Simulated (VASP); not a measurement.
A run of VASP 6.6.1 is set up as follows.

INCAR

```
SYSTEM = TiC
ALGO = Normal
EDIFF = 1E-6
ENCUT = 520
GGA = PE
ISIF = 2
ISMEAR = 0
LASPH = .True.
LCHARG = .False.
LREAL = .False.
LWAVE = .False.
NBANDS = 15
NELM = 60
PREC = Accurate
SIGMA = 0.15
```

Contents of KPOINTS:

```
k-points
0
Gamma
  18 18 18
  0 0 0
```

File POSCAR:

```
TiC
1.0
    0.0000000000      2.1531800000      2.1640000000
    2.1748200000      0.0000000000      2.1640000000
    2.1748200000      2.1531800000      0.0000000000
Ti C
1 1
Direct
    0.0000000000      0.0000000000      0.0000000000
    0.5000000000      0.5000000000      0.5000000000
```

Potentials or basis: VASP PAW PBE potentials, release 64 (Ti_sv, C).

Command:

```sh
$ cat potpaw_PBE.64/Ti_sv/POTCAR potpaw_PBE.64/C/POTCAR > POTCAR
$ mpirun -np 1 vasp_std > vasp.out
```

Question: What does it give for the pressure?

Answer: 1.1 GPa.

Question: Predict the band gap on the k mesh.

Answer: Zero (bands 8 and 9 overlap by 1.19 eV).

Stress tensor (GPa, compression positive):
```
-0.87  0.00  0.00
 0.00  3.12  0.00
 0.00  0.00  1.07
```

Caveat: the cell differs from its parent crystal (strain +0.0050 x Voigt [1, -1, 0, 0, 0, 0]).
